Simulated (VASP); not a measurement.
Wanted: the native input for a VASP 6.6.1 run.

```yaml
Task: relaxation of cell and atoms
Functional: PBEsol
Potentials_or_basis: VASP PAW PBE potentials, release 64 (Ti_sv)
Cutoff: 600 eV
k_mesh: 8 × 8 × 8
Occupations: gaussian, width 0.1 eV
Spin: no spin polarisation
Dipole_correction: no
Further_INCAR_settings: ALGO = Fast; EDIFF = 1e-07; IBRION = 2; EDIFFG = -0.04; NSW = 90; ISIF = 3
```

The structure of Ti lies in POSCAR:

```
Ti
1.0
   -2.5205487218      2.5205487218      1.3750058557
    2.5205487218     -2.5205487218      1.3750058557
    2.5205487218      2.5205487218     -1.3750058557
Ti
2
Direct
    0.0000000000      0.0000000000      0.0000000000
    0.7500000000      0.2500000000      0.5000000000
```

These files were run (other wordings do the same):

INCAR

```
PREC = Accurate ; ENCUT = 600
EDIFF = 1E-7 ; ISMEAR = 0
SIGMA = 0.1 ; LREAL = F
LASPH = T ; NELM = 60
ALGO = Fast ; ISIF = 3
LWAVE = F ; LCHARG = F
GGA = PS ; IBRION = 2
NSW = 90 ; EDIFFG = -0.04
```

KPOINTS

```
Automatic mesh
0
Gamma
  8 8 8
```

Potentials or basis: VASP PAW PBE potentials, release 64 (Ti_sv).

The run is started by

```sh
$ cat potpaw_PBE.64/Ti_sv/POTCAR > POTCAR
$ mpirun -np 1 vasp_std > vasp.out
```

Results of the run:

```
Relaxed volume                        : 16.60 Å³/atom
Relaxed cell                          : a = 3.727 Å, b = 3.727 Å, c = 3.727 Å, α = 97.95°, β = 97.95°, γ = 136.33°
Space group after relaxing (to 0.1 Å) : I4_1/amd (No. 141)
Energy gained by relaxing             : 16.9 meV/atom
Ionic steps                           : 5
Pressure after relaxing               : 0.1 GPa
Band gap on the k mesh                : zero (bands 12 and 13 overlap by 0.59 eV)
```

Caveat: the PAW data sets were made with another functional, which shifts forces and pressure a little.

It took 5.8 min on 1 thread of AMD EPYC 9R45 96-Core Processor (Zen 5), on a shared host, peak memory 0.18 GiB.
